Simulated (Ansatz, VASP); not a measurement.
**K: VASP beside Ansatz**

```
K
1.0
     0.00000    4.43835    4.43835
     4.43835    0.00000    4.43835
     4.43835    4.43835    0.00000
K
2
Direct
  0.50000 0.50000 0.50000
  0.75000 0.75000 0.75000
```

Alike in both runs: task single point; functional PBE; k mesh 4 × 4 × 4; occupations gaussian, width 0.1 eV; no spin polarisation.

```csv
,VASP,Ansatz
version,VASP 6.6.1,Ansatz 0.2.0
potentials or method,"VASP PAW PBE potentials, release 64 (K_sv), cutoff 520 eV","scalar-relativistic, plane waves, PAW"
valence electrons in the cell,18,18
```

|  | VASP | Ansatz | Ansatz less VASP |
| --- | --- | --- | --- |
| gap on the k mesh at the Fermi level (eV) | none | none | - |
| pressure (GPa) | 0.4 | 0.4 | +0.01 |

A gap of «none» marks a metal or a gap that the smearing closes. The functional is the same, so the differences come from potentials, cutoffs and numerics.
